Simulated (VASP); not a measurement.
# KI (Pm-3m) in VASP: further runs

KI is run at these levels: r2SCAN; tasks: single point.

Program: VASP 6.6.1. These are calculated values, not measurements. Logs are shortened: lines on timing, memory, paths and dates and some standing lists are left out, and cuts for length are marked.

## (1) The cell of the first run

It takes space group Pm-3m (No. 221, cubic). The conventional cell has a = 4.248 Å, b = 4.248 Å, c = 4.248 Å, α = 90.00°, β = 90.00°, γ = 90.00°. K (site symmetry m-3m) has 8 I at 3.68 Å and 6 K at 4.25 Å within 4.8 Å. I (site symmetry m-3m) has 8 K at 3.68 Å and 6 I at 4.25 Å within 4.8 Å.

## (2) Single point, r2SCAN (volume changed by -3%)

Input file POSCAR:

```
KI
1.0
    4.2475943264      0.0000000000      0.0000000000
    0.0000000000      4.2475943264      0.0000000000
    0.0000000000      0.0000000000      4.2475943264
K I
1 1
Direct
    0.0000000000      0.0000000000      0.0000000000
    0.5000000000      0.5000000000      0.5000000000
```

Input file INCAR.step1:

```
SYSTEM = KI
ALGO = Normal ; EDIFF = 1E-4
ENCUT = 520 ; GGA = PE
ISMEAR = 0 ; LASPH = .TRUE.
LCHARG = .FALSE. ; LREAL = .FALSE.
LWAVE = .TRUE. ; NBANDS = 15
NELM = 80 ; PREC = Accurate
SIGMA = 0.01
```

Input file INCAR.step2:

```
SYSTEM = KI
ALGO = Normal ; EDIFF = 1E-6
ENCUT = 520 ; ISIF = 2
ISMEAR = 0 ; ISTART = 1
LASPH = .TRUE. ; LCHARG = .TRUE.
LELF = .TRUE. ; LMIXTAU = .TRUE.
LREAL = .FALSE. ; LVHAR = .TRUE.
LWAVE = .FALSE. ; METAGGA = R2SCAN
NBANDS = 15 ; NELM = 80
PREC = Accurate ; SIGMA = 0.01
```

Input file KPOINTS:

```
k-points
0
G
  6 6 6
  0 0 0
```

Potentials or basis: VASP PAW PBE potentials, release 64 (K_sv, I).

The run is started by

```console
cat potpaw_PBE.64/K_sv/POTCAR potpaw_PBE.64/I/POTCAR > POTCAR
cp INCAR.step1 INCAR
mpirun -np 1 vasp_std > vasp.out
cp INCAR.step2 INCAR
mpirun -np 1 vasp_std > vasp.out
```

OUTCAR:

```text
SYSTEM = KI
   EDIFF = 1E-6
   ENCUT = 520
   ISIF = 2
   ISMEAR = 0
   ISTART = 1
   LASPH = .TRUE.
   LREAL = .FALSE.
   METAGGA = R2SCAN
   NELM = 80
   PREC = Accurate

 ion  position               nearest neighbor table
   1  0.000  0.000  0.000-   2 3.68   2 3.68   2 3.68   2 3.68   2 3.68   2 3.68   2 3.68   2 3.68

   2  0.500  0.500  0.500-   1 3.68   1 3.68   1 3.68   1 3.68   1 3.68   1 3.68   1 3.68   1 3.68

  LATTYP: Found a simple cubic cell.
 ALAT       =     4.2475943264

  Lattice vectors:

 A1 = (   4.2475943264,   0.0000000000,   0.0000000000)
 A2 = (   0.0000000000,   4.2475943264,   0.0000000000)
 A3 = (   0.0000000000,   0.0000000000,   4.2475943264)

Analysis of symmetry for initial positions (statically):
=====================================================================
 Subroutine PRICEL returns:
 Original cell was already a primitive cell.

 Routine SETGRP: Setting up the symmetry group for a
 simple cubic supercell.

 Subroutine GETGRP returns: Found 48 space group operations
 (whereof 48 operations were pure point group operations)
 out of a pool of 48 trial point group operations.

The static configuration has the point symmetry O_h .

Analysis of symmetry for dynamics (positions and initial velocities):
=====================================================================
 Subroutine PRICEL returns:
 Original cell was already a primitive cell.

 Routine SETGRP: Setting up the symmetry group for a
 simple cubic supercell.

 Subroutine GETGRP returns: Found 48 space group operations
 (whereof 48 operations were pure point group operations)
 out of a pool of 48 trial point group operations.

The dynamic configuration has the point symmetry O_h .

 Subroutine INISYM returns: Found 48 space group operations
 (whereof 48 operations are pure point group operations),
 and found     1 'primitive' translations

----------------------------------------------------------------------------------------

                                     Primitive cell

  volume of cell :      76.6353

  direct lattice vectors                    reciprocal lattice vectors
     4.247594326  0.000000000  0.000000000     0.235427379  0.000000000  0.000000000
     0.000000000  4.247594326  0.000000000     0.000000000  0.235427379  0.000000000
     0.000000000  0.000000000  4.247594326     0.000000000  0.000000000  0.235427379

  length of vectors
[... 87 lines left out ...]
   PSTRESS=    0.0 pullay stress
   NELECT =      16.0000    total number of electrons
   NUPDOWN=      -1.0000    fix difference up-down
   EMIN   =  10.00;   EMAX   =-10.00  energy-range for DOS
   EFERMI =   0.00;   METHOD = LEGACY
   ISMEAR =     0;   SIGMA  =   0.01  broadening in eV -4-tet -1-fermi 0-gaus
   EFERMI_NEDOS =   21; number of points for ismear=-14 and -15
   IALGO  =     38    algorithm
   IMIX   =      4    mixing-type and parameters
     AMIX     =   0.40;   BMIX     =  1.00
     AMIX_MAG =   1.60;   BMIX_MAG =  1.00
  volume/ion in A,a.u.               =      38.32       258.58
  Fermi-wavevector in a.u.,A,eV,Ry     =   0.971192  1.835287 12.833206  0.943214
  Thomas-Fermi vector in A             =   2.101389
   LORBIT       =      0    0 simple, 1 ext, 2 COOP (PROOUT), +10 PAW based schemes
   METAGGA = R2SCAN    functional components
   LHFCALC =     F    Hartree Fock is set to
   AEXX    =    0.0000 exact exchange contribution
   IVDW    =     0    specifies the selected vdW correction
   LEPSILON=     F    determine dielectric tensor
   LRPA    =     F    only Hartree local field effects (RPA)
 non-spin polarized calculation
 Gauss-broadening in eV      SIGMA  =   0.01
  energy-cutoff  :      520.00
  volume of cell :       76.64
 maximum number of plane-waves:      2103
 NGX is ok and might be reduce to    32
   NGX = 15   NGY = 15   NGZ = 15

 number of electron      15.9999998 magnetization

 Free energy of the ion-electron system (eV)
  ---------------------------------------------------
  ext. energy  EPLUGINS =         0.00000000
  ---------------------------------------------------
  free energy    TOTEN  =       -33.86011189 eV

  energy without entropy =      -33.86011189  energy(sigma->0) =      -33.86011189

 E-fermi :   0.8567     XC(G=0):  -8.1814

 val. band max:        0.7836530101   @ k =   0.5000   0.5000   0.0000
 cond. band min:       4.9144641757   @ k =   0.0000   0.0000   0.0000
 fundamental gap:      4.1308111655
 Fermi energy:         0.8566807070

 k-point     1 :       0.0000    0.0000    0.0000
  band No.  band energies     occupation
      1     -29.7776      2.00000
      2     -12.4609      2.00000
      3     -12.4609      2.00000
      4     -12.4609      2.00000
      5     -10.7927      2.00000
      6       0.3970      2.00000
      7       0.3970      2.00000
      8       0.3970      2.00000
      9       4.9145      0.00000
     10       5.9733      0.00000
     11       5.9733      0.00000
     12       9.9132      0.00000
     13       9.9132      0.00000
     14       9.9132      0.00000
[... 329 lines left out ...]
      2     -12.5294      2.00000
      3     -12.5294      2.00000
      4     -12.5294      2.00000
      5     -10.1820      2.00000
      6      -0.9971      2.00000
      7      -0.9971      2.00000
      8      -0.9971      2.00000
      9       6.9376      0.00000
     10       6.9376      0.00000
     11       6.9376      0.00000
     12      10.5243      0.00000
     13      10.5243      0.00000
     14      10.5243      0.00000
     15      11.1680      0.00000

------------------------ aborting loop because EDIFF is reached ----------------------------------------

  FORCE on cell =-STRESS in cart. coord.  units (eV):
  Direction    XX          YY          ZZ          XY          YZ          ZX
  --------------------------------------------------------------------------------------
  -------------------------------------------------------------------------------------
  Total        0.2361384      0.2361384      0.2361384      0.0000000      0.0000000     -0.0000000
  in kB        4.9368289      4.9368289      4.9368289      0.0000000      0.0000000     -0.0000000
  external PRESSURE =       4.9368289 kB  Pullay stress =       0.0000000 kB

 VOLUME and BASIS-vectors are now :
 -----------------------------------------------------------------------------
  energy-cutoff  :      520.00
  volume of cell :       76.64
      direct lattice vectors                 reciprocal lattice vectors
     4.247594326  0.000000000  0.000000000     0.235427379  0.000000000  0.000000000
     0.000000000  4.247594326  0.000000000     0.000000000  0.235427379  0.000000000
     0.000000000  0.000000000  4.247594326     0.000000000  0.000000000  0.235427379

 POSITION                                       TOTAL-FORCE (eV/Angst)
 -----------------------------------------------------------------------------------
      0.00000      0.00000      0.00000         0.000000      0.000000      0.000000
      2.12380      2.12380      2.12380         0.000000      0.000000      0.000000
 -----------------------------------------------------------------------------------
    total drift:                                0.000000      0.000000     -0.000000

  FREE ENERGIE OF THE ION-ELECTRON SYSTEM (eV)
  ---------------------------------------------------
  free  energy   TOTEN  =       -33.8601118916 eV

  energy  without entropy=      -33.8601118916  energy(sigma->0) =      -33.86011189
```

OSZICAR.step1:

```text
N       E                     dE             d eps       ncg     rms          rms(c)
DAV:   1     0.871171283376E+02    0.87117E+02   -0.66120E+03   600   0.923E+02
DAV:   2    -0.571023428532E+00   -0.87688E+02   -0.83045E+02   747   0.221E+02
DAV:   3    -0.528968959048E+01   -0.47187E+01   -0.46989E+01   874   0.430E+01
DAV:   4    -0.551050621703E+01   -0.22082E+00   -0.22079E+00   887   0.840E+00
DAV:   5    -0.551288614263E+01   -0.23799E-02   -0.23799E-02   860   0.938E-01    0.284E+00
DAV:   6    -0.542538434467E+01    0.87502E-01   -0.62675E-02   761   0.176E+00    0.203E+00
DAV:   7    -0.540708710271E+01    0.18297E-01   -0.89163E-02   789   0.177E+00    0.744E-01
DAV:   8    -0.540939974043E+01   -0.23126E-02   -0.13400E-02   671   0.772E-01    0.162E-01
DAV:   9    -0.540952968500E+01   -0.12994E-03   -0.54209E-04   859   0.158E-01    0.750E-02
DAV:  10    -0.540958964162E+01   -0.59957E-04   -0.86942E-05   575   0.611E-02
   1 F= -.54095896E+01 E0= -.54095896E+01  d E =-.205659E-96
```

Wall time 46 s (1 thread of Intel Xeon Platinum 8259CL at 2.50GHz (Skylake/Cascade Lake), shared host); peak memory 0.19 GiB.

What came out:

```yaml
Free_energy: -33.8601 eV
Pressure: 0.5 GPa
Band_gap_on_the_k_mesh: 4.13 eV, indirect (least direct gap 4.41 eV)
```

Caveat: the cell differs from its parent crystal (volume changed by -3%); the PAW data sets were made with another functional, which shifts forces and pressure a little; spin-orbit coupling is left out, which moves the levels of the heavy elements.

## (3) Single point, r2SCAN

This run uses another cell than the first one, of 39.50 Å³/atom, 1.031 times its volume.

Input file POSCAR:

```
KI
1.0
    4.2909401194      0.0000000000      0.0000000000
    0.0000000000      4.2909401194      0.0000000000
    0.0000000000      0.0000000000      4.2909401194
K I
1 1
Direct
    0.0000000000      0.0000000000      0.0000000000
    0.5000000000      0.5000000000      0.5000000000
```

Input file INCAR.step1:

```
SYSTEM = KI
PREC     = Accurate       ! precision mode
ENCUT    = 520            ! plane-wave cutoff, eV
ISMEAR   = 0              ! smearing method
SIGMA    = 0.01           ! smearing width, eV
LREAL    = .False.        ! projectors in reciprocal space
LASPH    = .True.         ! aspherical terms in the spheres
NELM     = 60             ! most SCF steps
NBANDS   = 15             ! bands
GGA      = PE             ! functional
ALGO     = Normal         ! electronic algorithm
EDIFF    = 1E-4           ! SCF threshold, eV
LWAVE    = .True.         ! write WAVECAR
LCHARG   = .False.        ! write CHGCAR
```

Input file INCAR.step2:

```
SYSTEM = KI
PREC     = Accurate       ! precision mode
ENCUT    = 520            ! plane-wave cutoff, eV
EDIFF    = 1E-6           ! SCF threshold, eV
ISMEAR   = 0              ! smearing method
SIGMA    = 0.01           ! smearing width, eV
LREAL    = .False.        ! projectors in reciprocal space
LASPH    = .True.         ! aspherical terms in the spheres
NELM     = 60             ! most SCF steps
ALGO     = Normal         ! electronic algorithm
ISIF     = 2              ! what is computed and relaxed
LWAVE    = .False.        ! write WAVECAR
LCHARG   = .True.         ! write CHGCAR
METAGGA  = R2SCAN         ! meta-GGA
LMIXTAU  = .True.       
LELF     = .True.         ! ELF
LVHAR    = .True.       
NBANDS   = 15             ! bands
ISTART   = 1
```

Input file KPOINTS:

```
regular mesh
0
Gamma
  6 6 6
  0 0 0
```

Potentials or basis: VASP PAW PBE potentials, release 64 (K_sv, I).

The run is started by

```console
cat potpaw_PBE.64/K_sv/POTCAR potpaw_PBE.64/I/POTCAR > POTCAR
cp INCAR.step1 INCAR
mpirun -np 1 vasp_std > vasp.out
cp INCAR.step2 INCAR
mpirun -np 1 vasp_std > vasp.out
```

Wall time 47 s (1 thread of Intel Xeon Platinum 8259CL at 2.50GHz (Skylake/Cascade Lake), shared host); peak memory 0.19 GiB.

Results (log left out):

* Free energy: -33.8643 eV
* Pressure: 0.0 GPa
* Band gap on the k mesh: 4.04 eV, indirect (least direct gap 4.41 eV)

Levels at points of the mesh, in eV from the valence-band top:
| k point | band 6 | band 7 | band 8 | band 9 | band 10 | band 11 |
| --- | --- | --- | --- | --- | --- | --- |
| (0.00, 0.00, 0.00) | -0.37 | -0.37 | -0.37 | 4.04 | 5.26 | 5.26 |
| (0.50, 0.00, 0.00) | -2.31 | -0.29 | -0.29 | 6.14 | 6.72 | 7.63 |
| (0.50, 0.50, 0.00) | -1.75 | -1.75 | 0.00 | 4.44 | 6.36 | 7.42 |
| (0.50, 0.50, 0.50) | -1.69 | -1.69 | -1.69 | 6.14 | 6.14 | 6.14 |

Caveat: the PAW data sets were made with another functional, which shifts forces and pressure a little; spin-orbit coupling is left out, which moves the levels of the heavy elements. A k mesh can miss the band edges.
